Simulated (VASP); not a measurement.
A run of VASP 6.6.1:

Contents of INCAR:

```
SYSTEM = GaCo
  PREC = Accurate
  ENCUT = 520
  EDIFF = 1E-7
  ISMEAR = 0
  SIGMA = 0.1
  LREAL = .FALSE.
  LASPH = .TRUE.
  NELM = 150
  ALGO = Normal
  ISIF = 2
  LWAVE = .FALSE.
  LCHARG = .TRUE.
  ISPIN = 2
  MAGMOM = 0 0.06
  LORBIT = 11
  LMAXMIX = 4
  GGA = PE
  LELF = .TRUE.
  LVHAR = .TRUE.
  NBANDS = 22
```

File KPOINTS:

```
regular mesh
0
G
  6 6 6
  0 0 0
```

The input POSCAR:

```
GaCo
1.0
    2.8786258560      0.0000000000      0.0000000000
    0.0000000000      2.8786258560      0.0000000000
    0.0000000000      0.0000000000      2.8870156519
Ga Co
1 1
Direct
    0.5000000000      0.5000000000      0.5000000000
    0.0000000000      0.0000000000      0.0000000000
```

Potentials or basis: VASP PAW PBE potentials, release 64 (Ga_d, Co).

Command:

```bash
$ cat potpaw_PBE.64/Ga_d/POTCAR potpaw_PBE.64/Co/POTCAR > POTCAR
$ mpirun -np 1 vasp_std > vasp.out
```

Hardware: 1 thread of Intel(R) Xeon(R) 6975P-C (Granite Rapids), on a shared host.

Task: How long does it take, and how much memory?

Result: It took 37 s on 1 thread of Intel(R) Xeon(R) 6975P-C (Granite Rapids) (shared host), peak memory 0.17 GiB. Counts: scf iterations 20, k points 40.
